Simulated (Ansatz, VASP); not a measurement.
## Two plane-wave programs on AlNi

```
Al Ni
1.0
     2.89432    0.00000    0.00000
     0.00000    2.89432    0.00000
     0.00000    0.00000    2.89010
Al Ni
1 1
Direct
  0.00000 0.00000 0.00000
  0.50000 0.50000 0.50000
```

Alike in both runs: task single point; functional r2SCAN; k mesh 20 × 20 × 18; occupations gaussian, width 0.1 eV; no spin polarisation.

```csv
,VASP,Ansatz
version,VASP 6.6.1,Ansatz 0.2.0
potentials or method,"VASP PAW PBE potentials, release 64 (Al, Ni), cutoff 660 eV","scalar-relativistic, plane waves, PAW"
valence electrons in the cell,13,21
```

VASP gave:

```
gap on the k mesh at the Fermi level (eV) : none
pressure (GPa)                            : -5.4
```

Task: Estimate Ansatz's values.

Result: gap on the k mesh at the Fermi level (eV): none; pressure (GPa): -5.1.

VASP's potentials were made for PBE, not for r2SCAN. A gap of «none» marks a metal or a gap that the smearing closes. VASP's potentials hold 13 valence electrons a cell and Ansatz's 21, so a difference there can come from the potentials and not from the codes.
